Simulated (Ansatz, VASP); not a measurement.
## Two plane-wave programs on Sr

The input INCAR:

```
SYSTEM = Sr
ALGO = Fast ; EDIFF = 1E-6
ENCUT = 520 ; GGA = PS
ISIF = 2 ; ISMEAR = 0
LASPH = .TRUE. ; LCHARG = .TRUE.
LELF = .TRUE. ; LREAL = .FALSE.
LVHAR = .TRUE. ; LWAVE = .FALSE.
NBANDS = 11 ; NELM = 80
PREC = Accurate ; SIGMA = 0.03
```

KPOINTS

```
k-points
0
G
  10 10 10
  0 0 0
```

The input POSCAR:

```
Sr
1.0
    0.0000000000      3.2857380000      2.9206560000
    3.2857380000      0.0000000000      2.9206560000
    3.2857380000      3.2857380000      0.0000000000
Sr
1
Direct
    0.0000000000      0.0000000000      0.0000000000
```

Input for Ansatz:

```yaml
crystal:
  lattice:
    - [0.0, 3.285738, 2.920656]
    - [3.285738, 0.0, 2.920656]
    - [3.285738, 3.285738, 0.0]
  atoms:
    - { symbol: Sr, position: [0.0, 0.0, 0.0] }
basis:
  ecutwfc: 420
kpoints:
  mp_grid: { grid: [10, 10, 10] }
hamiltonian:
  xc: pbesol
scf:
  occupations: { method: gaussian, width: 0.03 }
output:
  forces: true
  stress: true
  eigenvalues: true
```

Change from the starting cell: strain +0.080 along x and y, -0.040 along z, atoms carried along.

Alike in both runs: task single point; functional PBEsol; k mesh 10 × 10 × 10; occupations gaussian, width 0.03 eV; no spin polarisation.

|  | VASP | Ansatz |
| --- | --- | --- |
| version | VASP 6.6.1 | Ansatz 0.2.0 |
| potentials or method | VASP PAW PBE potentials, release 64 (Sr_sv), cutoff 520 eV | scalar-relativistic, plane waves, PAW |
| valence electrons in the cell | 10 | 10 |

|  | VASP | Ansatz | Ansatz less VASP |
| --- | --- | --- | --- |
| gap on the k mesh at the Fermi level (eV) | none | none | - |
| pressure (GPa) | -1.8 | -1.8 | 0.00 |
| traceless stress, the component that is largest in VASP (GPa) | 0.15 | 0.15 | +0.004 |

VASP's potentials were made for PBE, not for PBEsol. A gap of «none» marks a metal or a gap that the smearing closes. The functional is the same, so the differences come from potentials, cutoffs and numerics.
